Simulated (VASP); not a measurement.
SnSe2: single point with PBEsol

The system is SnSe2.

```xyz
3
Lattice="4.5326 0.0000 0.0000 -2.2663 3.9253 0.0000 0.0000 0.0000 2.9276" Properties=species:S:1:pos:R:3 pbc="T T T"
Sn    0.0000    0.0000    0.0000
Se    0.0000    2.6169    1.4638
Se    2.2663    1.3084    1.4638
```

```yaml
Program: VASP 6.6.1
Task: single point
Functional: PBEsol
Potentials_or_basis: VASP PAW PBE potentials, release 64 (Sn_d, Se)
Cutoff: 520 eV
k_mesh: 6 × 6 × 5
Occupations: gaussian, width 0.01 eV
Spin: no spin polarisation
Dipole_correction: no
Further_INCAR_settings: ALGO = Normal; EDIFF = 1e-07; NBANDS = 20
```

```
Pressure               : 30.3 GPa
Band gap on the k mesh : zero (band 13 reaches 10.98 eV, above the bottom of band 14 at 8.09 eV)
```

Stress tensor (GPa, compression positive):
```
30.35  0.00  0.00
 0.00 30.35  0.00
 0.00  0.00 30.19
```

Levels at points of the mesh, in eV from the Fermi level:
| k point | band 10 | band 11 | band 12 | band 13 | band 14 | band 15 | band 16 | band 17 |
| --- | --- | --- | --- | --- | --- | --- | --- | --- |
| (0.00, 0.00, 0.00) | -6.60 | -4.83 | -4.83 | -1.02 | 2.95 | 4.93 | 7.31 | 7.31 |
| (0.50, 0.00, 0.00) | -1.29 | -1.11 | 0.35 | 0.41 | 1.27 | 2.31 | 3.27 | 7.05 |

Wall time 14 s on 1 thread of Intel(R) Xeon(R) 6975P-C (Granite Rapids), with other jobs on the host, peak memory 0.18 GiB.

Caveat: the k points lie up to 0.43 Å⁻¹ apart; the PAW data sets were made with another functional, which shifts forces and pressure a little; spin-orbit coupling is left out, which moves the levels of the heavy elements.
